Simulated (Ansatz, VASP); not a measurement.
## One calculation of P, two programs

```
P
1.0
     1.66016   -5.61509    0.00000
     1.66016    5.61509    0.00000
     0.00000    0.00000    4.54419
P
4
Direct
  0.09447 0.90553 0.91416
  0.59447 0.40553 0.58584
  0.90553 0.09447 0.08584
  0.40553 0.59447 0.41416
```

Alike in both runs: task single point; functional PBE; k mesh 10 × 10 × 7; occupations methfessel-paxton of order 1, width 1 eV; no spin polarisation.

|  | VASP | Ansatz |
| --- | --- | --- |
| version | VASP 6.6.1 | Ansatz 0.2.0 |
| potentials or method | VASP PAW PBE potentials, release 64 (P), cutoff 520 eV | plane waves (420 eV) with PAW, scalar-relativistic |
| valence electrons in the cell | 20 | 20 |

```tsv
	VASP	Ansatz	Ansatz less VASP
pressure (GPa)	-0.6	-0.3	+0.30
traceless stress, the component that is largest in VASP (GPa)	-0.66	-0.68	-0.019
```
